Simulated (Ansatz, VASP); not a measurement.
**SnSe2 in VASP and in Ansatz**

```
Sn Se
1.0
     3.81100    0.00000    0.00000
    -1.90550    3.30042    0.00000
     0.00000    0.00000   18.00000
Sn Se
1 2
Cartesian
  0.0000 0.0000 9.0000
  1.9055 1.1001 10.5342
  0.0000 2.2003 7.4658
```

Change from the starting cell: species swapped into a sheet of the SnSe2 type.

Alike in both runs: task single point; functional PBE; k mesh 6 × 6 × 1; occupations gaussian, width 0.1 eV; no spin polarisation.

|  | VASP | Ansatz |
| --- | --- | --- |
| version | VASP 6.6.1 | Ansatz 0.2.0 |
| potentials or method | VASP PAW PBE potentials, release 64 (Sn_d, Se), cutoff 520 eV | scalar-relativistic, plane waves, PAW |
| valence electrons in the cell | 26 | 46 |

Ansatz gave:

| Item | Value |
| --- | --- |
| gap on the k mesh at the Fermi level (eV) | 0.95 |
| least direct gap on the mesh (eV) | 1.25 |
| rms of the force components (eV/Å) | 0.373 |

Problem. What did VASP give for the same quantities?

Solution. gap on the k mesh at the Fermi level (eV): 0.95; least direct gap on the mesh (eV): 1.25; rms of the force components (eV/Å): 0.380.

Atom by atom the forces differ by 0.008 eV/Å (rms over components). VASP's potentials hold 26 valence electrons a cell and Ansatz's 46, so a difference there can come from the potentials and not from the codes. Ansatz's warnings: slab cell height set.
